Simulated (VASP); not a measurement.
# Zr2B3 (P-3m1) in VASP: notebook

The runs below take Zr2B3 through single point, with PBE.

Everything below comes from runs of VASP 6.6.1. Logs are shortened: lines on timing, memory, paths and dates and some standing lists are left out, and cuts for length are marked.

## Step 1: The cell of the first run

It takes space group P-3m1 (No. 164, trigonal). Conventional cell: a = 3.695 Å, b = 3.695 Å, c = 4.595 Å, α = 90.00°, β = 90.00°, γ = 120.00°. Within 2.9 Å of Zr (site symmetry 3m) lie 8 B at 2.21 to 2.60 Å and 3 Zr at 2.69 Å. B (site symmetry 3m) has 5 Zr at 2.21 to 2.37 Å and 6 B at 2.31 to 2.78 Å within 2.9 Å. B (site symmetry -3m) has 6 B at 2.31 Å and 6 Zr at 2.60 Å within 3.1 Å.

The cell was generated, and may not be a known phase.

## Step 2: Single point, PBE

Contents of INCAR:

```
SYSTEM = Zr2B3
PREC = Accurate
ENCUT = 520
EDIFF = 1E-7
ISMEAR = 0
SIGMA = 0.1
LREAL = .FALSE.
LASPH = .TRUE.
NELM = 60
ALGO = Normal
ISIF = 2
LWAVE = .FALSE.
LCHARG = .TRUE.
GGA = PE
LELF = .TRUE.
LVHAR = .TRUE.
NBANDS = 24
```

Contents of KPOINTS:

```
Automatic mesh
0
G
  6 6 4
  0 0 0
```

Contents of POSCAR:

```
Zr2B3
1.0
    3.6946876100      0.0000000000      0.0000000000
   -1.8473438100      3.1996933300      0.0000000000
    0.0000000000      0.0000000000      4.5951220600
Zr B
2 3
Direct
    0.6666666700      0.3333333300      0.3216702000
    0.3333333300      0.6666666700      0.6783298000
    0.6666666700      0.3333333300      0.8065447200
    0.3333333300      0.6666666700      0.1934552800
    0.0000000000      0.0000000000      0.0000000000
```

Potentials or basis: VASP PAW PBE potentials, release 64 (Zr_sv, B).

Started as:

```sh
$ cat potpaw_PBE.64/Zr_sv/POTCAR potpaw_PBE.64/B/POTCAR > POTCAR
$ mpirun -np 1 vasp_std > vasp.out
```

OUTCAR:

```text
SYSTEM = Zr2B3
   PREC = Accurate
   ENCUT = 520
   EDIFF = 1E-7
   ISMEAR = 0
   LREAL = .FALSE.
   LASPH = .TRUE.
   NELM = 60
   ISIF = 2
   GGA = PE

 ion  position               nearest neighbor table
   1  0.667  0.333  0.322-   4 2.21   4 2.21   4 2.21   3 2.23   3 2.37   5 2.60   5 2.60   5 2.60
                             2 2.69   2 2.69   2 2.69   2 3.65   2 3.65   2 3.65
   2  0.333  0.667  0.678-   3 2.21   3 2.21   3 2.21   4 2.23   4 2.37   5 2.60   5 2.60   5 2.60
                             1 2.69   1 2.69   1 2.69   1 3.65   1 3.65   1 3.65
   3  0.667  0.333  0.807-   2 2.21   2 2.21   2 2.21   1 2.23   1 2.37
   4  0.333  0.667  0.193-   1 2.21   1 2.21   1 2.21   2 2.23   2 2.37
   5  0.000  0.000  0.000-   1 2.60   2 2.60   1 2.60   2 2.60   1 2.60   2 2.60

  LATTYP: Found a hexagonal cell.
 ALAT       =     3.6946876100
 C/A-ratio  =     1.2437105772

  Lattice vectors:

 A1 = (   3.6946876100,   0.0000000000,   0.0000000000)
 A2 = (  -1.8473438100,   3.1996933300,   0.0000000000)
 A3 = (   0.0000000000,   0.0000000000,   4.5951220600)

Analysis of symmetry for initial positions (statically):
=====================================================================
 Subroutine PRICEL returns:
 Original cell was already a primitive cell.

 Routine SETGRP: Setting up the symmetry group for a
 hexagonal supercell.

 Subroutine GETGRP returns: Found 12 space group operations
 (whereof 12 operations were pure point group operations)
 out of a pool of 24 trial point group operations.

The static configuration has the point symmetry D_3d.

Analysis of symmetry for dynamics (positions and initial velocities):
=====================================================================
 Subroutine PRICEL returns:
 Original cell was already a primitive cell.

 Routine SETGRP: Setting up the symmetry group for a
 hexagonal supercell.

 Subroutine GETGRP returns: Found 12 space group operations
 (whereof 12 operations were pure point group operations)
 out of a pool of 24 trial point group operations.

The dynamic configuration has the point symmetry D_3d.

 Subroutine INISYM returns: Found 12 space group operations
 (whereof 12 operations are pure point group operations),
 and found     1 'primitive' translations

----------------------------------------------------------------------------------------

                                     Primitive cell

  volume of cell :      54.3229

  direct lattice vectors                    reciprocal lattice vectors
     3.694687610  0.000000000  0.000000000     0.270658877  0.156264976  0.000000000
    -1.847343810  3.199693330  0.000000000     0.000000000  0.312529951  0.000000000
     0.000000000  0.000000000  4.595122060     0.000000000  0.000000000  0.217622076

  length of vectors
     3.694687610  3.694687613  4.595122060     0.312529951  0.312529951  0.217622076

  position of ions in fractional coordinates (direct lattice)
     0.666666670  0.333333330  0.321670200
     0.333333330  0.666666670  0.678329800
     0.666666670  0.333333330  0.806544720
     0.333333330  0.666666670  0.193455280
     0.000000000  0.000000000  0.000000000

  ion indices of the primitive-cell ions
   primitive index   ion index
                 1           1
                 2           2
                 3           3
                 4           4
                 5           5

----------------------------------------------------------------------------------------

 KPOINTS: Automatic mesh

Automatic generation of k-mesh.
 Grid dimensions read from file:
 generate k-points for:    6    6    4

 Generating k-lattice:

  Cartesian coordinates                     Fractional coordinates (reciprocal lattice)
     0.045109813  0.026044163  0.000000000     0.166666667  0.000000000  0.000000000
     0.000000000  0.052088325  0.000000000     0.000000000  0.166666667  0.000000000
     0.000000000  0.000000000  0.054405519     0.000000000  0.000000000  0.250000000

  Length of vectors
     0.052088325  0.052088325  0.054405519

  Shift w.r.t. Gamma in fractional coordinates (k-lattice)
     0.000000000  0.000000000  0.000000000

 Subroutine IBZKPT returns following result:
 ===========================================

 Found     24 irreducible k-points:

 Following reciprocal coordinates:
            Coordinates               Weight
  0.000000  0.000000  0.000000      1.000000
  0.166667  0.000000  0.000000      6.000000
  0.333333  0.000000  0.000000      6.000000
  0.500000 -0.000000  0.000000      3.000000
  0.166667  0.166667  0.000000      6.000000
  0.333333  0.166667  0.000000     12.000000
[... 16 lines left out ...]
  0.333333  0.166667  0.500000     12.000000
  0.333333  0.333333  0.500000      2.000000
   k-points           NKPTS =     24   k-points in BZ     NKDIM =     24   number of bands    NBANDS=     24
   number of dos      NEDOS =    301   number of ions     NIONS =      5
   total plane-waves  NPLWV =  28224
   dimension x,y,z NGX =    28 NGY =   28 NGZ =   36
   dimension x,y,z NGXF=    56 NGYF=   56 NGZF=   72
   ions per type =               2   3
   NGX,Y,Z   is equivalent  to a cutoff of  12.60, 12.60, 13.02 a.u.
   NGXF,Y,Z  is equivalent  to a cutoff of  25.20, 25.20, 26.05 a.u.
 SYSTEM =  Zr2B3
   PREC   = accura    normal or accurate (medium, high low for compatibility)
   ISTART =      0    job   : 0-new  1-cont  2-samecut
   ICHARG =      2    charge: 1-file 2-atom 10-const
   ISPIN  =      1    spin polarized calculation?
   LNONCOLLINEAR =      F non collinear calculations
   LSORBIT =      F    spin-orbit coupling
   LASPH  =      T    aspherical Exc in radial PAW
   ENCUT  =  520.0 eV  38.22 Ry    6.18 a.u.   6.87  6.87  8.54*2*pi/ulx,y,z
   NELM   =     60;   NELMIN=  2; NELMDL= -5     # of ELM steps
   EDIFF  = 0.1E-06   stopping-criterion for ELM
   LREAL  =      F    real-space projection
   EDIFFG = 0.1E-05   stopping-criterion for IOM
   NSW    =      0    number of steps for IOM
   IBRION =     -1    ionic relax: 0-MD 1-quasi-New 2-CG
   NFREE  =      0    steps in history (QN), initial steepest desc. (CG)
   ISIF   =      2    stress and relaxation
   ISYM   =      2    0-nonsym 1-usesym 2-fastsym
   POTIM  = 0.5000    time-step for ionic-motion
   TEBEG  =    0.0;   TEEND  =   0.0 temperature during run
   PSTRESS=    0.0 pullay stress
   NELECT =      33.0000    total number of electrons
   NUPDOWN=      -1.0000    fix difference up-down
   EMIN   =  10.00;   EMAX   =-10.00  energy-range for DOS
   EFERMI =   0.00;   METHOD = LEGACY
   ISMEAR =     0;   SIGMA  =   0.10  broadening in eV -4-tet -1-fermi 0-gaus
   EFERMI_NEDOS =   21; number of points for ismear=-14 and -15
   IALGO  =     38    algorithm
   IMIX   =      4    mixing-type and parameters
     AMIX     =   0.40;   BMIX     =  1.00
     AMIX_MAG =   1.60;   BMIX_MAG =  1.00
  volume/ion in A,a.u.               =      10.86        73.32
  Fermi-wavevector in a.u.,A,eV,Ry     =   1.386495  2.620096 26.155425  1.922369
  Thomas-Fermi vector in A             =   2.510806
   LORBIT       =      0    0 simple, 1 ext, 2 COOP (PROOUT), +10 PAW based schemes
   GGA     = PE    functional components
   LHFCALC =     F    Hartree Fock is set to
   AEXX    =    0.0000 exact exchange contribution
   IVDW    =     0    specifies the selected vdW correction
   LEPSILON=     F    determine dielectric tensor
   LRPA    =     F    only Hartree local field effects (RPA)
 non-spin polarized calculation
 Gauss-broadening in eV      SIGMA  =   0.10
  energy-cutoff  :      520.00
  volume of cell :       54.32
 maximum number of plane-waves:      1491
   NGX = 13   NGY = 13   NGZ = 17

 number of electron      33.0000000 magnetization

 Free energy of the ion-electron system (eV)
  ---------------------------------------------------
  ext. energy  EPLUGINS =         0.00000000
  ---------------------------------------------------
  free energy    TOTEN  =       -32.71772472 eV

  energy without entropy =      -32.69831239  energy(sigma->0) =      -32.70801855

 E-fermi :  10.6551     XC(G=0): -12.4399

 val. band max:       10.6453424348   @ k =   0.3333   0.1667   0.2500
 cond. band min:      10.6715007462   @ k =   0.5000  -0.0000   0.5000
 fundamental gap:      0.0261583113
 Fermi energy:        10.6551287493

 k-point     1 :       0.0000    0.0000    0.0000
  band No.  band energies     occupation
      1     -37.3652      2.00000
      2     -36.8255      2.00000
      3     -16.0639      2.00000
      4     -15.7579      2.00000
      5     -15.7579      2.00000
      6     -14.9328      2.00000
[... 16 lines left out ...]
     23      17.0855      0.00000
     24      17.9135      0.00000

 k-point     2 :       0.1667    0.0000    0.0000
  band No.  band energies     occupation
      1     -37.3290      2.00000
      2     -36.8527      2.00000
      3     -16.0664      2.00000
      4     -15.9075      2.00000
      5     -15.8206      2.00000
      6     -14.9762      2.00000
[... 16 lines left out ...]
     23      16.7830      0.00000
     24      16.9890      0.00000

 k-point     3 :       0.3333    0.0000    0.0000
  band No.  band energies     occupation
      1     -37.2378      2.00000
      2     -36.9259      2.00000
      3     -16.1758      2.00000
      4     -16.0660      2.00000
      5     -15.9330      2.00000
      6     -14.9971      2.00000
[... 16 lines left out ...]
     23      15.9373      0.00000
     24      16.5362      0.00000
[... 514 lines left out ...]
 k-point    23 :       0.3333    0.1667    0.5000
  band No.  band energies     occupation
      1     -37.1604      2.00000
      2     -36.9942      2.00000
      3     -16.3271      2.00000
      4     -16.2103      2.00000
      5     -15.9947      2.00000
      6     -14.9553      2.00000
[... 16 lines left out ...]
     23      16.0690      0.00000
     24      17.0923      0.00000

 k-point    24 :       0.3333    0.3333    0.5000
  band No.  band energies     occupation
      1     -37.0749      2.00000
      2     -37.0749      2.00000
      3     -16.2751      2.00000
      4     -16.2751      2.00000
      5     -16.1154      2.00000
      6     -14.9827      2.00000
[... 16 lines left out ...]
     23      15.1917      0.00000
     24      17.7822      0.00000

------------------------ aborting loop because EDIFF is reached ----------------------------------------

  FORCE on cell =-STRESS in cart. coord.  units (eV):
  Direction    XX          YY          ZZ          XY          YZ          ZX
  --------------------------------------------------------------------------------------
  -------------------------------------------------------------------------------------
  Total       10.3978215     10.3978215     23.7133406     -0.0000000      0.0000000     -0.0000000
  in kB      306.6689513    306.6689515    699.3912419     -0.0000005      0.0000000     -0.0000000
  external PRESSURE =     437.5763816 kB  Pullay stress =       0.0000000 kB

 VOLUME and BASIS-vectors are now :
 -----------------------------------------------------------------------------
  energy-cutoff  :      520.00
  volume of cell :       54.32
      direct lattice vectors                 reciprocal lattice vectors
     3.694687610  0.000000000  0.000000000     0.270658877  0.156264976  0.000000000
    -1.847343810  3.199693330  0.000000000     0.000000000  0.312529951  0.000000000
     0.000000000  0.000000000  4.595122060     0.000000000  0.000000000  0.217622076

 POSITION                                       TOTAL-FORCE (eV/Angst)
 -----------------------------------------------------------------------------------
      1.84734      1.06656      1.47811         0.000000     -0.000000     -6.184224
     -0.00000      2.13313      3.11701        -0.000000      0.000000      6.184224
      1.84734      1.06656      3.70617        -0.000000     -0.000000      1.745920
     -0.00000      2.13313      0.88895         0.000000      0.000000     -1.745920
      0.00000      0.00000      0.00000         0.000000      0.000000     -0.000000
 -----------------------------------------------------------------------------------
    total drift:                               -0.000000      0.000000      0.000000

  FREE ENERGIE OF THE ION-ELECTRON SYSTEM (eV)
  ---------------------------------------------------
  free  energy   TOTEN  =       -32.7177247195 eV

  energy  without entropy=      -32.6983123881  energy(sigma->0) =      -32.70801855
```

It took 67 s on 1 thread of Intel Xeon 8259CL, shared host; peak memory 0.18 GiB.

Results:

- Free energy: -32.7177 eV
- Pressure: 43.8 GPa
- Largest force: 6.184 eV/Å
- Band gap on the k mesh: zero (an odd number of electrons rules out a gap without spin polarisation)

Forces in eV/Å, atoms in the order of the input:
```
Zr   0.000  0.000 -6.184
Zr   0.000  0.000  6.184
B    0.000  0.000  1.746
B    0.000  0.000 -1.746
B    0.000  0.000  0.000
```

Caveat: the stress differs along the axes, from 31 to 70 GPa; forces of over 1 eV/Å act on the atoms, so gaps and moduli don't describe the material at rest.

## Step 3: Single point, PBE

This run uses another cell than the first one, of 13.57 Å³/atom.

Contents of INCAR:

```
PREC = Accurate
ENCUT = 520
EDIFF = 1E-6
ISMEAR = 0
SIGMA = 0.1
LREAL = False
LASPH = True
NELM = 60
ALGO = Normal
ISIF = 2
LWAVE = False
LCHARG = True
GGA = PE
LELF = True
LVHAR = True
NBANDS = 24
```

Contents of KPOINTS:

```
regular mesh
0
Gamma
  6 6 4
```

Contents of POSCAR:

```
Zr2B3
1.0
    3.9690020238      0.0000000031      0.0000000000
   -1.9845010146      3.4372565787      0.0000000000
    0.0000000000      0.0000000000      4.9719057153
Zr B
2 3
Direct
    0.6666666667      0.3333333333      0.2480783784
    0.3333333333      0.6666666667      0.7519216216
    0.6666666667      0.3333333333      0.7380278129
    0.3333333333      0.6666666667      0.2619721871
    0.0000000000      0.0000000000      0.0000000000
```

Potentials or basis: VASP PAW PBE potentials, release 64 (Zr_sv, B).

Started as:

```sh
$ cat potpaw_PBE.64/Zr_sv/POTCAR potpaw_PBE.64/B/POTCAR > POTCAR
$ mpirun -np 1 vasp_std > vasp.out
```

It took 78 s on 1 thread of Intel Xeon 8259CL, shared host; peak memory 0.19 GiB.

It converged, with:

```
Free energy            : -36.1783 eV
Pressure               : 0.4 GPa
Band gap on the k mesh : zero (an odd number of electrons rules out a gap without spin polarisation)
```

Forces on the atoms (eV/Å):
```
Zr   0.000  0.000  0.001
Zr   0.000  0.000 -0.001
B    0.000  0.000  0.003
B    0.000  0.000 -0.003
B    0.000  0.000  0.000
```

Levels at points of the mesh, in eV from the Fermi level:
| k point | band 13 | band 14 | band 15 | band 16 | band 17 | band 18 | band 19 | band 20 |
| --- | --- | --- | --- | --- | --- | --- | --- | --- |
| (0.00, 0.00, 0.00) | -3.72 | -2.35 | -2.35 | 0.18 | 0.37 | 0.37 | 1.09 | 1.48 |
| (0.50, 0.00, 0.00) | -2.60 | -2.44 | -2.35 | -0.70 | 0.18 | 0.62 | 0.96 | 1.47 |
| (0.00, 0.00, 0.50) | -3.12 | -2.78 | -2.78 | -2.69 | -0.16 | 1.55 | 2.48 | 2.48 |
| (0.50, 0.00, 0.50) | -2.96 | -2.76 | -2.75 | -1.23 | 0.38 | 0.52 | 0.64 | 2.42 |

The gap in the log of VASP goes by the Fermi energy; the results here count the filled bands.